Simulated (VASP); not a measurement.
# TaSi2 (C2) in VASP: a series of runs

Runs on TaSi2. Level: PBE. Tasks: single point.

All numbers are computed with VASP 6.6.1; they aren't measurements. Logs are shortened: lines on timing, memory, paths and dates and some standing lists are left out, and cuts for length are marked.

**1. The cell of the first run**

Symmetry: C2, No. 5, monoclinic system. Conventional cell: a = 4.806 Å, b = 8.324 Å, c = 13.230 Å, α = 90.00°, β = 94.17°, γ = 90.00°. Within 3.5 Å of Ta (site symmetry 1) lie 10 Si at 2.62 to 2.84 Å and 3 Ta at 2.63 to 3.26 Å. Ta (site symmetry 1) has 10 Si at 2.62 to 2.84 Å and 4 Ta at 3.26 Å within 3.5 Å. Within 3.5 Å of Ta (site symmetry 1) lie 10 Si at 2.62 to 2.84 Å and 4 Ta at 3.26 Å. Within 3.4 Å of Si (site symmetry 1) lie 8 Si at 2.57 to 3.34 Å and 5 Ta at 2.62 to 2.84 Å. Si (site symmetry 1) has 9 Si at 2.57 to 3.34 Å and 5 Ta at 2.62 to 2.84 Å within 3.4 Å. Within 3.4 Å of Si (site symmetry 1) lie 9 Si at 2.57 to 3.34 Å and 5 Ta at 2.62 to 2.84 Å. Within 3.4 Å of Si (site symmetry 1) lie 8 Si at 2.57 to 3.34 Å and 5 Ta at 2.62 to 2.84 Å. Within 3.4 Å of Si (site symmetry 1) lie 9 Si at 2.57 to 3.34 Å and 5 Ta at 2.62 to 2.84 Å.

**2. Single point, PBE**

Input file INCAR:

```
SYSTEM = TaSi2
PREC = Accurate
ENCUT = 520
EDIFF = 1E-6
ISMEAR = 0
SIGMA = 0.15
LREAL = Auto
LASPH = .True.
NELM = 80
ALGO = Normal
ISIF = 2
LWAVE = .False.
LCHARG = .False.
GGA = PE
NBANDS = 72
```

Input file KPOINTS:

```
regular mesh
0
Gamma
  9 9 3
  0 0 0
```

Input file POSCAR:

```
TaSi2
1.0
   -4.8057071671      0.0000000000      0.0000000000
   -2.4028535835     -4.1618644899      0.0000000000
   -0.4805707167     -0.8323728980     13.1946946197
Ta Si
6 12
Direct
    0.5000000000      0.9833300000      0.0833500000
    0.5000000000      0.8833300000      0.5833500000
    0.0000000000      0.4499966667      0.2500166667
    0.0000000000      0.3499966667      0.7500166667
    0.5000000000      0.3166633333      0.9166833333
    0.5000000000      0.4166633333      0.4166833333
    0.1589210529      0.6654878943      0.0833500000
    0.1589210529      0.5654878943      0.5833500000
    0.3178421057      0.7910756138      0.2500166667
    0.3178421057      0.6910756138      0.7500166667
    0.1589210529     -0.0244156138      0.9166833333
    0.1589210529      0.0755843862      0.4166833333
    0.8410789471      0.3011721057      0.0833500000
    0.8410789471      0.2011721057      0.5833500000
    0.6821578943      0.1089177195      0.2500166667
    0.6821578943      0.0089177195      0.7500166667
    0.8410789471      0.6577422805      0.9166833333
    0.8410789471      0.7577422805      0.4166833333
```

Potentials or basis: VASP PAW PBE potentials, release 64 (Ta_pv, Si).

Launch:

```console
cat potpaw_PBE.64/Ta_pv/POTCAR potpaw_PBE.64/Si/POTCAR > POTCAR
mpirun -np 1 vasp_std > vasp.out
```

OUTCAR:

```text
SYSTEM = TaSi2
   PREC = Accurate
   ENCUT = 520
   EDIFF = 1E-6
   ISMEAR = 0
   LREAL = Auto
   LASPH = .True.
   NELM = 80
   ISIF = 2
   GGA = PE

 ion  position               nearest neighbor table
   1  0.500  0.983  0.083-  15 2.62   9 2.62   5 2.63  13 2.74   7 2.74   7 2.74  13 2.74  17 2.77
                            11 2.81   7 2.84  13 2.84   3 3.26   3 3.26
   2  0.500  0.883  0.583-  12 2.62  18 2.62  16 2.62  10 2.62   8 2.74  14 2.74   8 2.74  14 2.74
                            14 2.84   8 2.84   6 3.26   4 3.26   4 3.26   6 3.26
   3  0.000  0.450  0.250-  18 2.62  12 2.62   7 2.62  13 2.62   9 2.74  15 2.74  15 2.74   9 2.74
                            15 2.84   9 2.84   6 3.26   6 3.26   1 3.26   1 3.26
   4  0.000  0.350  0.750-  17 2.62  11 2.62   8 2.62  14 2.62  10 2.74  16 2.74  16 2.74  10 2.74
                            16 2.84  10 2.84   5 3.26   5 3.26   2 3.26   2 3.26
   5  0.500  0.317  0.917-  16 2.62  10 2.62   1 2.63  17 2.74  11 2.74  11 2.74  17 2.74  13 2.77
                             7 2.81  11 2.84  17 2.84   4 3.26   4 3.26
   6  0.500  0.417  0.417-  15 2.62   9 2.62  14 2.62   8 2.62  18 2.74  12 2.74  12 2.74  18 2.74
                            12 2.84  18 2.84   3 3.26   3 3.26   2 3.26   2 3.26
   7  0.159  0.665  0.083-   9 2.57  11 2.57   3 2.62  13 2.65  17 2.74   1 2.74   1 2.74   5 2.81
                             1 2.84  13 2.84  13 2.84
   8  0.159  0.565  0.583-  10 2.57  18 2.57   6 2.62   4 2.62  14 2.65   2 2.74   2 2.74   2 2.84
                            14 2.84  14 2.84
   9  0.318  0.791  0.250-  12 2.57   7 2.57   6 2.62   1 2.62  15 2.65   3 2.74   3 2.74   3 2.84
                            15 2.84  15 2.84
  10  0.318  0.691  0.750-  11 2.57   8 2.57   5 2.62   2 2.62  16 2.65   4 2.74   4 2.74   4 2.84
                            16 2.84  16 2.84
  11  0.159  0.976  0.917-  10 2.57   7 2.57   4 2.62  17 2.65  13 2.74   5 2.74   5 2.74   1 2.81
                             5 2.84  17 2.84  17 2.84
  12  0.159  0.076  0.417-   9 2.57  14 2.57   3 2.62   2 2.62  18 2.65   6 2.74   6 2.74   6 2.84
                            18 2.84  18 2.84
  13  0.841  0.301  0.083-  15 2.57   3 2.62   7 2.65  17 2.69  11 2.74   1 2.74   1 2.74   5 2.77
                             1 2.84   7 2.84   7 2.84
  14  0.841  0.201  0.583-  16 2.57  12 2.57   6 2.62   4 2.62   8 2.65   2 2.74   2 2.74   2 2.84
                             8 2.84   8 2.84
  15  0.682  0.109  0.250-  18 2.57  13 2.57   6 2.62   1 2.62   9 2.65   3 2.74   3 2.74   3 2.84
                             9 2.84   9 2.84
  16  0.682  0.009  0.750-  17 2.57  14 2.57   5 2.62   2 2.62  10 2.65   4 2.74   4 2.74   4 2.84
                            10 2.84  10 2.84
  17  0.841  0.658  0.917-  16 2.57   4 2.62  11 2.65  13 2.69   7 2.74   5 2.74   5 2.74   1 2.77
                             5 2.84  11 2.84  11 2.84
  18  0.841  0.758  0.417-  15 2.57   8 2.57   3 2.62   2 2.62  12 2.65   6 2.74   6 2.74   6 2.84
                            12 2.84  12 2.84

  LATTYP: Found a base centered monoclinic cell.
 ALAT       =     4.8057071671
 B/A-ratio  =     1.7320508076
 C/A-ratio  =     2.7529048419
 COS(beta)  =    -0.0726505315

  Lattice vectors:

 A1 = (   4.8057071671,   0.0000000000,   0.0000000000)
 A2 = (  -2.4028535836,   4.1618644899,   0.0000000000)
 A3 = (  -0.4805707167,  -0.8323728980,  13.1946946197)
[... 181 lines left out ...]
     AMIX_MAG =   1.60;   BMIX_MAG =  1.00
  volume/ion in A,a.u.               =      14.66        98.94
  Fermi-wavevector in a.u.,A,eV,Ry     =   1.237547  2.338624 20.837619  1.531522
  Thomas-Fermi vector in A             =   2.372109
   LORBIT       =      0    0 simple, 1 ext, 2 COOP (PROOUT), +10 PAW based schemes
   GGA     = PE    functional components
   LHFCALC =     F    Hartree Fock is set to
   AEXX    =    0.0000 exact exchange contribution
   IVDW    =     0    specifies the selected vdW correction
   LEPSILON=     F    determine dielectric tensor
   LRPA    =     F    only Hartree local field effects (RPA)
 non-spin polarized calculation
 Gauss-broadening in eV      SIGMA  =   0.15
  energy-cutoff  :      520.00
  volume of cell :      263.90
 maximum number of plane-waves:      7144
   NGX = 17   NGY = 17   NGZ = 49

 number of electron     114.0000006 magnetization

 Free energy of the ion-electron system (eV)
  ---------------------------------------------------
  ext. energy  EPLUGINS =         0.00000000
  ---------------------------------------------------
  free energy    TOTEN  =      -142.55743415 eV

  energy without entropy =     -142.48591512  energy(sigma->0) =     -142.52167463

 E-fermi :   9.2452     XC(G=0): -12.0153

 val. band max:        9.2362711266   @ k =   0.3333   0.2222   0.3333
 cond. band min:       9.2476625874   @ k =  -0.4444   0.1111   0.0000
 fundamental gap:      0.0113914608
 Fermi energy:         9.2452140612

 k-point     1 :       0.0000    0.0000    0.0000
  band No.  band energies     occupation
      1     -25.4658      2.00000
      2     -25.1944      2.00000
      3     -25.1657      2.00000
      4     -25.1502      2.00000
      5     -25.1295      2.00000
      6     -25.1218      2.00000
[... 1717 lines left out ...]
     68      11.7378      0.00000
     69      11.8783      0.00000

 [... further k-points ...]

 [bands above 69 left out]

------------------------ aborting loop because EDIFF is reached ----------------------------------------

  FORCE on cell =-STRESS in cart. coord.  units (eV):
  Direction    XX          YY          ZZ          XY          YZ          ZX
  --------------------------------------------------------------------------------------
  -------------------------------------------------------------------------------------
  Total       -0.2056791      1.8187509      5.3126211      1.7532078      8.4588703      4.8837312
  in kB       -1.2486942     11.0417836     32.2533510     10.6438660     51.3544836     29.6495261
  external PRESSURE =      14.0154801 kB  Pullay stress =       0.0000000 kB

 VOLUME and BASIS-vectors are now :
 -----------------------------------------------------------------------------
  energy-cutoff  :      520.00
  volume of cell :      263.90
      direct lattice vectors                 reciprocal lattice vectors
    -4.805707167  0.000000000  0.000000000    -0.208085921  0.120138462  0.000000000
    -2.402853583 -4.161864490  0.000000000     0.000000000 -0.240276925 -0.015157607
    -0.480570717 -0.832372898 13.194694620     0.000000000  0.000000000  0.075788037

 POSITION                                       TOTAL-FORCE (eV/Angst)
 -----------------------------------------------------------------------------------
     -4.80571     -4.16186      1.09978         0.962658      1.553786      1.402069
     -4.80571     -4.16186      7.69713        -0.006166     -0.017176      0.095399
     -1.20143     -2.08093      3.29889         0.077526      0.425324      0.017911
     -1.20143     -2.08093      9.89624        -0.329578     -0.279802     -0.017911
     -3.60428     -2.08093     12.09536        -0.864289     -1.610579     -1.402069
     -3.60428     -2.08093      5.49801         0.011792      0.013928     -0.095399
[... 10 lines left out ...]
     -6.06297     -3.50046     12.09536         0.061377     -0.511540      0.316377
     -6.06297     -3.50046      5.49801         0.011345     -0.015490      0.054723
 -----------------------------------------------------------------------------------
    total drift:                                0.000495     -0.000291      0.000007

  FREE ENERGIE OF THE ION-ELECTRON SYSTEM (eV)
  ---------------------------------------------------
  free  energy   TOTEN  =      -142.5574341466 eV

  energy  without entropy=     -142.4859151187  energy(sigma->0) =     -142.52167463
```

It took 34 min on 1 thread of Intel Xeon Platinum 8488C (Sapphire Rapids), shared host; peak memory 0.89 GiB.

What came out:

| Property | Result |
| --- | --- |
| Free energy | -142.5574 eV |
| Pressure | 1.4 GPa |
| Largest force | 2.304 eV/Å |
| Band gap on the k mesh | zero (bands 57 and 58 overlap by 0.62 eV) |

Forces on the atoms (eV/Å):
```
Ta   0.963  1.554  1.402
Ta  -0.006 -0.017  0.095
Ta   0.078  0.425  0.018
Ta  -0.330 -0.280 -0.018
Ta  -0.864 -1.611 -1.402
Ta   0.012  0.014 -0.095
Si   0.284  1.038  0.169
Si   0.020  0.020 -0.031
Si  -0.130  0.058  0.132
Si  -0.115  0.084 -0.132
Si  -0.757 -0.765 -0.169
Si  -0.007 -0.028  0.031
Si   0.474  0.203 -0.316
Si   0.019 -0.002 -0.055
Si   0.194  0.005  0.059
Si   0.093 -0.171 -0.059
Si   0.061 -0.512  0.316
Si   0.011 -0.015  0.055
```

Caveat: spin-orbit coupling is left out, which moves the levels of the heavy elements; forces of over 1 eV/Å act on the atoms, so gaps and moduli don't describe the material at rest.

(Continued in part 2 of 2.)
